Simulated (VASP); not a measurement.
# As (P4/mmm) in VASP: notebook

Runs on As. Level: r2SCAN. Tasks: single point.

Program: VASP 6.6.1. These are calculated values, not measurements. Logs are shortened: lines on timing, memory, paths and dates and some standing lists are left out, and cuts for length are marked.

## 1. The cell of the first run

It takes space group P4/mmm (No. 123, tetragonal). Conventional cell: a = 2.785 Å, b = 2.785 Å, c = 2.623 Å, α = 90.00°, β = 90.00°, γ = 90.00°. As (site symmetry 4/mmm) has 6 As at 2.62 to 2.78 Å within 3.5 Å.

## 2. Single point, r2SCAN (strain +0.030 along x and y, -0.030 along z)

File POSCAR:

```
As
1.0
    2.7847921967      0.0000000000      0.0000000000
    0.0000000000      2.7847921967      0.0000000000
    0.0000000000      0.0000000000      2.6225712921
As
1
Direct
    0.5000000000      0.5000000000      0.5000000000
```

File INCAR.step1:

```
PREC = Accurate
ENCUT = 520
ISMEAR = 0
SIGMA = 0.15
LREAL = F
LASPH = T
NELM = 80
NBANDS = 8
GGA = PE
ALGO = Normal
EDIFF = 1E-4
LWAVE = T
LCHARG = F
```

File INCAR.step2:

```
PREC = Accurate
ENCUT = 520
EDIFF = 1E-7
ISMEAR = 0
SIGMA = 0.15
LREAL = F
LASPH = T
NELM = 80
ALGO = Normal
ISIF = 2
LWAVE = F
LCHARG = T
METAGGA = R2SCAN
LMIXTAU = T
LELF = T
LVHAR = T
NBANDS = 8
ISTART = 1
```

File KPOINTS:

```
Automatic mesh
0
Gamma
  18 18 18
```

Potentials or basis: VASP PAW PBE potentials, release 64 (As).

Started as:

```sh
> cat potpaw_PBE.64/As/POTCAR > POTCAR
> cp INCAR.step1 INCAR
> mpirun -np 1 vasp_std > vasp.out
> cp INCAR.step2 INCAR
> mpirun -np 1 vasp_std > vasp.out
```

OUTCAR:

```text
PREC = Accurate
   ENCUT = 520
   EDIFF = 1E-7
   ISMEAR = 0
   LREAL = F
   LASPH = T
   NELM = 80
   ISIF = 2
   METAGGA = R2SCAN
   ISTART = 1

 ion  position               nearest neighbor table
   1  0.500  0.500  0.500-

  LATTYP: Found a simple tetragonal cell.
 ALAT       =     2.7847921967
 C/A-ratio  =     0.9417475728

  Lattice vectors:

 A1 = (   2.7847921967,   0.0000000000,   0.0000000000)
 A2 = (   0.0000000000,   2.7847921967,   0.0000000000)
 A3 = (   0.0000000000,   0.0000000000,   2.6225712921)

Analysis of symmetry for initial positions (statically):
=====================================================================
 Subroutine PRICEL returns:
 Original cell was already a primitive cell.

 Routine SETGRP: Setting up the symmetry group for a
 simple tetragonal supercell.

 Subroutine GETGRP returns: Found 16 space group operations
 (whereof 16 operations were pure point group operations)
 out of a pool of 16 trial point group operations.

The static configuration has the point symmetry D_4h.

Analysis of symmetry for dynamics (positions and initial velocities):
=====================================================================
 Subroutine PRICEL returns:
 Original cell was already a primitive cell.

 Routine SETGRP: Setting up the symmetry group for a
 simple tetragonal supercell.

 Subroutine GETGRP returns: Found 16 space group operations
 (whereof 16 operations were pure point group operations)
 out of a pool of 16 trial point group operations.

The dynamic configuration has the point symmetry D_4h.

 Subroutine INISYM returns: Found 16 space group operations
 (whereof 16 operations are pure point group operations),
 and found     1 'primitive' translations

----------------------------------------------------------------------------------------

                                     Primitive cell

  volume of cell :      20.3382

  direct lattice vectors                    reciprocal lattice vectors
     2.784792197  0.000000000  0.000000000     0.359093221  0.000000000  0.000000000
     0.000000000  2.784792197  0.000000000     0.000000000  0.359093221  0.000000000
     0.000000000  0.000000000  2.622571292     0.000000000  0.000000000  0.381305173

  length of vectors
     2.784792197  2.784792197  2.622571292     0.359093221  0.359093221  0.381305173

  position of ions in fractional coordinates (direct lattice)
     0.500000000  0.500000000  0.500000000

  ion indices of the primitive-cell ions
   primitive index   ion index
                 1           1

----------------------------------------------------------------------------------------

 KPOINTS: Automatic mesh

Automatic generation of k-mesh.
 Grid dimensions read from file:
 generate k-points for:   18   18   18

 Generating k-lattice:

  Cartesian coordinates                     Fractional coordinates (reciprocal lattice)
     0.019949623  0.000000000  0.000000000     0.055555556  0.000000000  0.000000000
     0.000000000  0.019949623  0.000000000     0.000000000  0.055555556  0.000000000
     0.000000000  0.000000000  0.021183621     0.000000000  0.000000000  0.055555556

  Length of vectors
     0.019949623  0.019949623  0.021183621

  Shift w.r.t. Gamma in fractional coordinates (k-lattice)
     0.000000000  0.000000000  0.000000000

 Subroutine IBZKPT returns following result:
 ===========================================

 Found    550 irreducible k-points:

 Following reciprocal coordinates:
            Coordinates               Weight
  0.000000  0.000000  0.000000      1.000000
  0.055556  0.000000  0.000000      4.000000
  0.111111  0.000000  0.000000      4.000000
  0.166667  0.000000  0.000000      4.000000
  0.222222  0.000000  0.000000      4.000000
  0.277778  0.000000  0.000000      4.000000
[... 16 lines left out ...]
  0.277778  0.111111  0.000000      8.000000
  0.333333  0.111111  0.000000      8.000000
 [... further k-points ...]
   k-points           NKPTS =    550   k-points in BZ     NKDIM =    550   number of bands    NBANDS=      8
   number of dos      NEDOS =    301   number of ions     NIONS =      1
   total plane-waves  NPLWV =  11520
   dimension x,y,z NGX =    24 NGY =   24 NGZ =   20
   dimension x,y,z NGXF=    48 NGYF=   48 NGZF=   40
   ions per type =               1
   NGX,Y,Z   is equivalent  to a cutoff of  14.33, 14.33, 12.68 a.u.
   NGXF,Y,Z  is equivalent  to a cutoff of  28.65, 28.65, 25.36 a.u.
 SYSTEM =  unknown system
   PREC   = accura    normal or accurate (medium, high low for compatibility)
   ISTART =      1    job   : 0-new  1-cont  2-samecut
   ICHARG =      0    charge: 1-file 2-atom 10-const
   ISPIN  =      1    spin polarized calculation?
   LNONCOLLINEAR =      F non collinear calculations
   LSORBIT =      F    spin-orbit coupling
   LASPH  =      T    aspherical Exc in radial PAW
   ENCUT  =  520.0 eV  38.22 Ry    6.18 a.u.   5.18  5.18  4.88*2*pi/ulx,y,z
   NELM   =     80;   NELMIN=  2; NELMDL=  0     # of ELM steps
   EDIFF  = 0.1E-06   stopping-criterion for ELM
   LREAL  =      F    real-space projection
   EDIFFG = 0.1E-05   stopping-criterion for IOM
   NSW    =      0    number of steps for IOM
   IBRION =     -1    ionic relax: 0-MD 1-quasi-New 2-CG
   NFREE  =      0    steps in history (QN), initial steepest desc. (CG)
   ISIF   =      2    stress and relaxation
   ISYM   =      2    0-nonsym 1-usesym 2-fastsym
   POTIM  = 0.5000    time-step for ionic-motion
   TEBEG  =    0.0;   TEEND  =   0.0 temperature during run
   PSTRESS=    0.0 pullay stress
   NELECT =       5.0000    total number of electrons
   NUPDOWN=      -1.0000    fix difference up-down
   EMIN   =  10.00;   EMAX   =-10.00  energy-range for DOS
   EFERMI =   0.00;   METHOD = LEGACY
   ISMEAR =     0;   SIGMA  =   0.15  broadening in eV -4-tet -1-fermi 0-gaus
   EFERMI_NEDOS =   21; number of points for ismear=-14 and -15
   IALGO  =     38    algorithm
   IMIX   =      4    mixing-type and parameters
     AMIX     =   0.40;   BMIX     =  1.00
     AMIX_MAG =   1.60;   BMIX_MAG =  1.00
  volume/ion in A,a.u.               =      20.34       137.25
  Fermi-wavevector in a.u.,A,eV,Ry     =   1.025559  1.938025 14.310209  1.051771
  Thomas-Fermi vector in A             =   2.159405
   LORBIT       =      0    0 simple, 1 ext, 2 COOP (PROOUT), +10 PAW based schemes
   METAGGA = R2SCAN    functional components
   LHFCALC =     F    Hartree Fock is set to
   AEXX    =    0.0000 exact exchange contribution
   IVDW    =     0    specifies the selected vdW correction
   LEPSILON=     F    determine dielectric tensor
   LRPA    =     F    only Hartree local field effects (RPA)
 non-spin polarized calculation
 Gauss-broadening in eV      SIGMA  =   0.15
  energy-cutoff  :      520.00
  volume of cell :       20.34
 maximum number of plane-waves:       566
 NGX is ok and might be reduce to    24
   NGX = 11   NGY = 11   NGZ =  9

 number of electron       4.9999999 magnetization

 Free energy of the ion-electron system (eV)
  ---------------------------------------------------
  ext. energy  EPLUGINS =         0.00000000
  ---------------------------------------------------
  free energy    TOTEN  =       -14.52284865 eV

  energy without entropy =      -14.51792204  energy(sigma->0) =      -14.52038534

 E-fermi :   5.4779     XC(G=0): -10.7877

 val. band max:        5.4562638439   @ k =   0.2778   0.1111   0.5000
 cond. band min:       5.4791302569   @ k =   0.2222   0.1667   0.2778
 fundamental gap:      0.0228664130
 Fermi energy:         5.4779173381

 k-point     1 :       0.0000    0.0000    0.0000
  band No.  band energies     occupation
      1      -9.9930      2.00000
      2       8.9787      0.00000
      3       8.9787      0.00000
      4      11.1799      0.00000
      5      13.8865      0.00000
      6      14.3173      0.00000
      7      17.3629      0.00000
      8      29.9181      0.00000

 k-point     2 :       0.0556    0.0000    0.0000
  band No.  band energies     occupation
      1      -9.9387      2.00000
      2       8.2539      0.00000
      3       9.0258      0.00000
      4      11.2267      0.00000
      5      14.1307      0.00000
      6      14.8756      0.00000
      7      17.4866      0.00000
      8      28.9537      0.00000

 k-point     3 :       0.1111    0.0000    0.0000
  band No.  band energies     occupation
      1      -9.7768      2.00000
      2       6.7595      0.00000
      3       9.1650      0.00000
      4      11.3651      0.00000
      5      14.3211      0.00000
      6      16.2326      0.00000
      7      18.0301      0.00000
      8      27.3486      0.00000

 k-point     4 :       0.1667    0.0000    0.0000
  band No.  band energies     occupation
      1      -9.5110      2.00000
      2       5.1082      1.99951
      3       9.3894      0.00000
      4      11.5880      0.00000
      5      14.5730      0.00000
      6      17.1380      0.00000
      7      19.4822      0.00000
      8      25.7417      0.00000

 k-point     5 :       0.2222    0.0000    0.0000
  band No.  band energies     occupation
      1      -9.1487      2.00000
      2       3.4927      2.00000
      3       9.6860      0.00000
      4      11.8824      0.00000
      5      14.9079      0.00000
      6      17.6780      0.00000
      7      21.4332      0.00000
      8      24.2428      0.00000
[... 177 lines left out ...]
 k-point    22 :       0.2222    0.1111    0.0000
  band No.  band energies     occupation
      1      -8.9323      2.00000
      2       3.6895      2.00000
      3       7.5290      0.00000
      4      12.0661      0.00000
      5      16.8559      0.00000
      6      18.2621      0.00000
      7      20.6920      0.00000
      8      22.9663      0.00000

 k-point    23 :       0.2778    0.1111    0.0000
  band No.  band energies     occupation
      1      -8.4873      2.00000
      2       2.1891      2.00000
      3       7.9062      0.00000
      4      12.4099      0.00000
      5      17.2350      0.00000
      6      18.2932      0.00000
      7      20.5262      0.00000
      8      24.2487      0.00000

 k-point    24 :       0.3333    0.1111    0.0000
  band No.  band energies     occupation
      1      -7.9870      2.00000
      2       0.8515      2.00000
      3       8.3132      0.00000
      4      12.7707      0.00000
      5      17.6272      0.00000
      6      17.8311      0.00000
      7      20.5521      0.00000
      8      24.1059      0.00000

 [... further k-points ...]
[... 5 lines left out ...]
  --------------------------------------------------------------------------------------
  -------------------------------------------------------------------------------------
  Total       -0.6831777     -0.6831777      0.7177851      0.0000000      0.0000000      0.0000000
  in kB      -53.8184713    -53.8184713     56.5447316      0.0000000      0.0000000      0.0000000
  external PRESSURE =     -17.0307370 kB  Pullay stress =       0.0000000 kB

 VOLUME and BASIS-vectors are now :
 -----------------------------------------------------------------------------
  energy-cutoff  :      520.00
  volume of cell :       20.34
      direct lattice vectors                 reciprocal lattice vectors
     2.784792197  0.000000000  0.000000000     0.359093221  0.000000000  0.000000000
     0.000000000  2.784792197  0.000000000     0.000000000  0.359093221  0.000000000
     0.000000000  0.000000000  2.622571292     0.000000000  0.000000000  0.381305173

 POSITION                                       TOTAL-FORCE (eV/Angst)
 -----------------------------------------------------------------------------------
      1.39240      1.39240      1.31129         0.000000      0.000000      0.000000
 -----------------------------------------------------------------------------------
    total drift:                               -0.000000     -0.000000     -0.000000

  FREE ENERGIE OF THE ION-ELECTRON SYSTEM (eV)
  ---------------------------------------------------
  free  energy   TOTEN  =       -14.5228486516 eV

  energy  without entropy=      -14.5179220364  energy(sigma->0) =      -14.52038534
```

It took 6.3 min on 1 thread of AMD EPYC 7R13, shared host; peak memory 0.18 GiB.

Results:

| Quantity | Value |
| --- | --- |
| Free energy | -14.5228 eV |
| Pressure | -1.7 GPa |
| Band gap on the k mesh | zero (an odd number of electrons rules out a gap without spin polarisation) |

Caveat: the cell differs from its parent crystal (strain +0.030 along x and y, -0.030 along z); the stress differs along the axes, from -5 to 6 GPa; the PAW data sets were made with another functional, which shifts forces and pressure a little.

## 3. Single point, r2SCAN (strain +0.030 along x and y, +0.000 along z)

Edit POSCAR of step 2 so:

```diff
@@ -4,3 +4,3 @@
     0.0000000000      2.7847921967      0.0000000000
-    0.0000000000      0.0000000000      2.6225712921
+    0.0000000000      0.0000000000      2.7036817444
 As
```

File INCAR.step1:

```
PREC     = Accurate       # precision mode
ENCUT    = 520            # plane-wave cutoff, eV
ISMEAR   = 0              # smearing method
SIGMA    = 0.15           # smearing width, eV
LREAL    = F              # projectors in reciprocal space
LASPH    = T              # aspherical terms in the spheres
NELM     = 100            # most SCF steps
NBANDS   = 8              # bands
GGA      = PE             # functional
ALGO     = Normal         # electronic algorithm
EDIFF    = 1E-4           # SCF threshold, eV
LWAVE    = T              # write WAVECAR
LCHARG   = F              # write CHGCAR
```

File INCAR.step2:

```
PREC     = Accurate       # precision mode
ENCUT    = 520            # plane-wave cutoff, eV
EDIFF    = 1E-6           # SCF threshold, eV
ISMEAR   = 0              # smearing method
SIGMA    = 0.15           # smearing width, eV
LREAL    = F              # projectors in reciprocal space
LASPH    = T              # aspherical terms in the spheres
NELM     = 100            # most SCF steps
ALGO     = Normal         # electronic algorithm
ISIF     = 2              # what is computed and relaxed
LWAVE    = F              # write WAVECAR
LCHARG   = T              # write CHGCAR
METAGGA  = R2SCAN         # meta-GGA
LMIXTAU  = T            
LELF     = T              # ELF
LVHAR    = T            
NBANDS   = 8              # bands
ISTART   = 1
```

KPOINTS is that of step 2.

Potentials or basis: VASP PAW PBE potentials, release 64 (As).

Started as:

```sh
> cat potpaw_PBE.64/As/POTCAR > POTCAR
> cp INCAR.step1 INCAR
> mpirun -np 1 vasp_std > vasp.out
> cp INCAR.step2 INCAR
> mpirun -np 1 vasp_std > vasp.out
```

Wall time 5 min (1 thread of AMD EPYC 7R13, shared host); peak memory 0.18 GiB.

Results (log left out):

```
Free energy            : -14.5316 eV
Pressure               : -4.1 GPa
Band gap on the k mesh : zero (an odd number of electrons rules out a gap without spin polarisation)
```

Stress tensor (GPa, compression positive):
```
-5.80  0.00  0.00
 0.00 -5.80  0.00
 0.00  0.00 -0.83
```

Levels at points of the mesh, in eV from the Fermi level:
```csv
k point,band 1,band 2,band 3,band 4,band 5,band 6
"(0.00, 0.00, 0.00)",-15.19,3.74,3.74,4.77,8.61,8.92
"(0.50, 0.00, 0.00)",-12.31,-6.78,5.84,6.85,11.31,14.77
"(0.50, 0.50, 0.00)",-9.29,-4.34,-4.34,3.07,8.82,16.79
"(0.00, 0.00, 0.50)",-11.84,-6.86,6.18,6.18,11.42,14.36
"(0.50, 0.00, 0.50)",-8.78,-4.48,-4.00,3.16,8.16,16.46
"(0.50, 0.50, 0.50)",-5.41,-2.30,-1.77,-1.77,6.36,6.36
```

Caveat: the cell differs from its parent crystal (strain +0.030 along x and y, +0.000 along z); the cell stands under tension; the PAW data sets were made with another functional, which shifts forces and pressure a little.

The gap in the log of VASP goes by the Fermi energy; the results here count the filled bands.